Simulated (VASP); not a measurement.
Wanted: the native input for a VASP 6.6.1 run.

```
Task                   : single point
Functional             : PBEsol
Potentials or basis    : VASP PAW PBE potentials, release 64 (S)
Cutoff                 : 500 eV
k mesh                 : 7 × 7 × 7
Occupations            : fermi-dirac, width 0.1 eV
Spin                   : no spin polarisation
Dipole correction      : no
Further INCAR settings : ALGO = Normal; EDIFF = 1e-06; NBANDS = 9
```

The structure of S lies in POSCAR:

```
S
1.0
    0.0000000000      1.9584601473      1.9584601473
    1.9584601473      0.0000000000      1.9584601473
    1.9584601473      1.9584601473      0.0000000000
S
1
Direct
    0.0000000000      0.0000000000      0.0000000000
```

This isn't the form of S at room conditions, which is orthorhombic, of S8 rings.

These files were run (other wordings do the same):

INCAR

```
SYSTEM = S
PREC = Accurate
ENCUT = 500
EDIFF = 1E-6
ISMEAR = -1
SIGMA = 0.1
LREAL = .FALSE.
LASPH = .TRUE.
NELM = 120
ALGO = Normal
ISIF = 2
LWAVE = .FALSE.
LCHARG = .TRUE.
GGA = PS
LELF = .TRUE.
LVHAR = .TRUE.
NBANDS = 9
GGA_COMPAT = .FALSE.
```

KPOINTS

```
Automatic mesh
0
G
  7 7 7
  0 0 0
```

Potentials or basis: VASP PAW PBE potentials, release 64 (S).

Command:

```bash
$ cat potpaw_PBE.64/S/POTCAR > POTCAR
$ mpirun -np 1 vasp_std > vasp.out
```

Results of the run:

The pressure is 0.0 GPa and the band gap on the k mesh is zero (bands 3 and 4 overlap by 5.29 eV).

Caveat: the k points lie up to 0.40 Å⁻¹ apart, too coarse for converged energies and pressures of a metal; the PAW data sets were made with another functional, which shifts forces and pressure a little.

Run time: 1.7 s on 1 thread of Intel(R) Xeon(R) 6975P-C (Granite Rapids) (shared host), peak memory 0.11 GiB.
